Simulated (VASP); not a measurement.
# Si2W (P2_1/m) in VASP: single point with PBE

Aim: the single point of Si2W with PBE.

Program: VASP 6.6.1. These are calculated values, not measurements. Logs are shortened: lines on timing, memory, paths and dates and some standing lists are left out, and cuts for length are marked.

## 1. The cell of the first run

The structure is monoclinic, space group P2_1/m (No. 11). Conventional cell: a = 3.229 Å, b = 3.229 Å, c = 15.737 Å, α = 90.00°, β = 91.18°, γ = 90.00°. Within 3.4 Å of Si (site symmetry m) lie 9 Si at 2.60 to 3.23 Å and 5 W at 2.63 Å. Si (site symmetry m) has 9 Si at 2.46 to 3.23 Å and 5 W at 2.63 to 2.65 Å within 3.3 Å. Si (site symmetry m) has 9 Si at 2.60 to 3.23 Å and 5 W at 2.63 Å within 3.4 Å. Within 3.4 Å of Si (site symmetry m) lie 9 Si at 2.60 to 3.23 Å and 5 W at 2.63 Å. Within 3.5 Å of W (site symmetry m) lie 10 Si at 2.63 Å and 4 W at 3.23 Å. Within 3.5 Å of W (site symmetry m) lie 10 Si at 2.63 to 2.65 Å and 4 W at 3.23 Å.

## 2. Single point, PBE (the part above a cut slid along it)

INCAR

```
SYSTEM = Si2W
ALGO     = Fast           ! electronic algorithm
EDIFF    = 1E-6           ! SCF threshold, eV
ENCUT    = 520            ! plane-wave cutoff, eV
GGA      = PE             ! functional
ISIF     = 2              ! what is computed and relaxed
ISMEAR   = 0              ! smearing method
LASPH    = .True.         ! aspherical terms in the spheres
LCHARG   = .False.        ! write CHGCAR
LREAL    = .False.        ! projectors in reciprocal space
LWAVE    = .False.        ! write WAVECAR
NBANDS   = 56             ! bands
NELM     = 100            ! most SCF steps
PREC     = Accurate       ! precision mode
SIGMA    = 0.15           ! smearing width, eV
```

KPOINTS

```
k-points
0
Gamma
  14 14 3
  0 0 0
```

POSCAR

```
Si2W
1.0
   -3.2289953163      0.0000000000      0.0000000000
    0.0000000000     -3.2289953163      0.0000000000
   -0.3228995316      0.0000000000     15.7336556345
Si W
8 4
Direct
    0.4707712797      0.5000000000      0.2922872027
    0.9957712797      1.0000000000      0.0422872027
    0.4207712797      0.5000000000      0.7922872027
    0.9457712797      1.0000000000      0.5422872027
    0.4542287203      0.5000000000      0.4577127973
    0.9792287203      1.0000000000      0.2077127973
    0.4042287203      0.5000000000      0.9577127973
    0.9292287203      1.0000000000      0.7077127973
    0.4375000000      0.5000000000      0.6250000000
    0.9625000000      1.0000000000      0.3750000000
    0.4875000000      0.5000000000      0.1250000000
    0.9125000000      1.0000000000      0.8750000000
```

Potentials or basis: VASP PAW PBE potentials, release 64 (Si, W_sv).

Launch:

```console
cat potpaw_PBE.64/Si/POTCAR potpaw_PBE.64/W_sv/POTCAR > POTCAR
mpirun -np 1 vasp_std > vasp.out
```

OUTCAR:

```text
SYSTEM = Si2W
   EDIFF = 1E-6
   ENCUT = 520
   GGA = PE
   ISIF = 2
   ISMEAR = 0
   LASPH = .True.
   LREAL = .False.
   NELM = 100
   PREC = Accurate

 ion  position               nearest neighbor table
   1  0.471  0.500  0.292-   5 2.60  10 2.63  10 2.63  10 2.63  10 2.63  11 2.63   6 2.64   6 2.64
                             6 2.64   6 2.64
   2  0.996  0.000  0.042-   7 2.46   7 2.46   6 2.60  11 2.63  11 2.63  11 2.63  11 2.63  12 2.65
                             7 2.85   7 2.85
   3  0.421  0.500  0.792-   7 2.60  12 2.63  12 2.63  12 2.63  12 2.63   9 2.63   8 2.64   8 2.64
                             8 2.64   8 2.64
   4  0.946  0.000  0.542-   8 2.60   9 2.63   9 2.63   9 2.63   9 2.63  10 2.63   5 2.64   5 2.64
                             5 2.64   5 2.64
   5  0.454  0.500  0.458-   1 2.60  10 2.63  10 2.63  10 2.63  10 2.63   9 2.63   4 2.64   4 2.64
                             4 2.64   4 2.64
   6  0.979  0.000  0.208-   2 2.60  11 2.63  11 2.63  11 2.63  11 2.63  10 2.63   1 2.64   1 2.64
                             1 2.64   1 2.64
   7  0.404  0.500  0.958-   2 2.46   2 2.46   3 2.60  12 2.63  12 2.63  12 2.63  12 2.63  11 2.65
                             2 2.85   2 2.85
   8  0.929  0.000  0.708-   4 2.60   9 2.63   9 2.63   9 2.63   9 2.63  12 2.63   3 2.64   3 2.64
                             3 2.64   3 2.64
   9  0.438  0.500  0.625-   4 2.63   4 2.63   8 2.63   8 2.63   4 2.63   8 2.63   4 2.63   8 2.63
                             5 2.63   3 2.63
  10  0.962  0.000  0.375-   5 2.63   5 2.63   1 2.63   1 2.63   1 2.63   1 2.63   5 2.63   5 2.63
                             4 2.63   6 2.63
  11  0.487  0.500  0.125-   6 2.63   6 2.63   2 2.63   2 2.63   2 2.63   2 2.63   6 2.63   6 2.63
                             1 2.63   7 2.65
  12  0.913  0.000  0.875-   3 2.63   3 2.63   7 2.63   7 2.63   7 2.63   7 2.63   3 2.63   3 2.63
                             8 2.63   2 2.65

  LATTYP: Found a simple monoclinic cell.
 ALAT       =     3.2289953163
 B/A-ratio  =     1.0000000000
 C/A-ratio  =     4.8736424659
 COS(beta)  =    -0.0205185343

  Lattice vectors:

 A1 = (  -3.2289953163,   0.0000000000,   0.0000000000)
 A2 = (   0.0000000000,   3.2289953163,   0.0000000000)
 A3 = (   0.3228995316,   0.0000000000, -15.7336556345)

Analysis of symmetry for initial positions (statically):
=====================================================================
 Subroutine PRICEL returns:
 Original cell was already a primitive cell.

 Routine SETGRP: Setting up the symmetry group for a
 simple monoclinic supercell.

 Subroutine GETGRP returns: Found  4 space group operations
 (whereof  2 operations were pure point group operations)
 out of a pool of  4 trial point group operations.

The static configuration has the point symmetry C_1h.
[... 151 lines left out ...]
   EFERMI_NEDOS =   21; number of points for ismear=-14 and -15
   IALGO  =     68    algorithm
   IMIX   =      4    mixing-type and parameters
     AMIX     =   0.40;   BMIX     =  1.00
     AMIX_MAG =   1.60;   BMIX_MAG =  1.00
  volume/ion in A,a.u.               =      13.67        92.25
  Fermi-wavevector in a.u.,A,eV,Ry     =   1.330192  2.513698 24.074284  1.769410
  Thomas-Fermi vector in A             =   2.459297
   LORBIT       =      0    0 simple, 1 ext, 2 COOP (PROOUT), +10 PAW based schemes
   GGA     = PE    functional components
   LHFCALC =     F    Hartree Fock is set to
   AEXX    =    0.0000 exact exchange contribution
   IVDW    =     0    specifies the selected vdW correction
   LEPSILON=     F    determine dielectric tensor
   LRPA    =     F    only Hartree local field effects (RPA)
 non-spin polarized calculation
 RMM-DIIS sequential band-by-band and
 Gauss-broadening in eV      SIGMA  =   0.15
  energy-cutoff  :      520.00
  volume of cell :      164.05
 maximum number of plane-waves:      4472
   NGX = 13   NGY = 13   NGZ = 59

 number of electron      88.0000001 magnetization

 Free energy of the ion-electron system (eV)
  ---------------------------------------------------
  ext. energy  EPLUGINS =         0.00000000
  ---------------------------------------------------
  free energy    TOTEN  =       -98.98944737 eV

  energy without entropy =      -98.97593353  energy(sigma->0) =      -98.98269045

 E-fermi :  11.7583     XC(G=0): -12.4600

 val. band max:       11.7548766857   @ k =  -0.0714   0.0714   0.3333
 cond. band min:      11.7647355172   @ k =   0.0000   0.0714   0.3333
 fundamental gap:      0.0098588314
 Fermi energy:        11.7583309545

 k-point     1 :       0.0000    0.0000    0.0000
  band No.  band energies     occupation
      1     -62.1372      2.00000
      2     -62.1372      2.00000
      3     -62.1293      2.00000
      4     -62.1292      2.00000
      5     -26.4184      2.00000
      6     -26.4133      2.00000
[... 1405 lines left out ...]
     55      15.4148      0.00000
     56      15.5714      0.00000

 [... further k-points ...]

------------------------ aborting loop because EDIFF is reached ----------------------------------------

  FORCE on cell =-STRESS in cart. coord.  units (eV):
  Direction    XX          YY          ZZ          XY          YZ          ZX
  --------------------------------------------------------------------------------------
  -------------------------------------------------------------------------------------
  Total        0.4549851      0.7397965      0.6539761      0.0000000      0.0000000      3.7643089
  in kB        4.4436855      7.2253413      6.3871633      0.0000000      0.0000000     36.7647287
  external PRESSURE =       6.0187301 kB  Pullay stress =       0.0000000 kB

 VOLUME and BASIS-vectors are now :
 -----------------------------------------------------------------------------
  energy-cutoff  :      520.00
  volume of cell :      164.05
      direct lattice vectors                 reciprocal lattice vectors
    -3.228995316  0.000000000  0.000000000    -0.309693853  0.000000000 -0.006355802
     0.000000000 -3.228995316  0.000000000     0.000000000 -0.309693853  0.000000000
    -0.322899532  0.000000000 15.733655634     0.000000000  0.000000000  0.063558020

 POSITION                                       TOTAL-FORCE (eV/Angst)
 -----------------------------------------------------------------------------------
     -1.61450     -1.61450      4.59875        -0.011937      0.000000     -0.026546
     -3.22900      0.00000      0.66533         1.007405      0.000000      0.376057
     -1.61450     -1.61450     12.46557         0.023222      0.000000     -0.013694
     -3.22900      0.00000      8.53216         0.006340      0.000000     -0.006707
     -1.61450     -1.61450      7.20150        -0.006340      0.000000      0.006707
     -3.22900      0.00000      3.26808        -0.023222      0.000000      0.013694
     -1.61450     -1.61450     15.06832        -1.007405      0.000000     -0.376057
     -3.22900      0.00000     11.13491         0.011937      0.000000      0.026546
     -1.61450     -1.61450      9.83353         0.007580      0.000000      0.000986
     -3.22900      0.00000      5.90012        -0.007580      0.000000     -0.000986
     -1.61450     -1.61450      1.96671         0.692073      0.000000      0.030323
     -3.22900      0.00000     13.76695        -0.692073      0.000000     -0.030323
 -----------------------------------------------------------------------------------
    total drift:                                0.000010      0.000000      0.000002

  FREE ENERGIE OF THE ION-ELECTRON SYSTEM (eV)
  ---------------------------------------------------
  free  energy   TOTEN  =       -98.9894473670 eV

  energy  without entropy=      -98.9759335321  energy(sigma->0) =      -98.98269045
```

Run time: 36 min. Hardware: 1 thread of Oxide Virtual Turin-like, shared host; peak memory 1.1 GiB.

What came out:

```yaml
Free_energy: -98.9894 eV
Pressure: 0.6 GPa
Largest_force: 1.075 eV/Å
Band_gap_on_the_k_mesh: zero (bands 44 and 45 overlap by 1.04 eV)
```

Forces in eV/Å, atoms in the order of the input:
```
Si  -0.012  0.000 -0.027
Si   1.007  0.000  0.376
Si   0.023  0.000 -0.014
Si   0.006  0.000 -0.007
Si  -0.006  0.000  0.007
Si  -0.023  0.000  0.014
Si  -1.007  0.000 -0.376
Si   0.012  0.000  0.027
W    0.008  0.000  0.001
W   -0.008  0.000 -0.001
W    0.692  0.000  0.030
W   -0.692  0.000 -0.030
```

Stress tensor (GPa, compression positive):
```
0.44 0.00 3.68
0.00 0.72 0.00
3.68 0.00 0.64
```

Caveat: the cell differs from its parent crystal (the part above a cut slid along it); spin-orbit coupling is left out, which moves the levels of the heavy elements; forces of over 1 eV/Å act on the atoms, so gaps and moduli don't describe the material at rest.
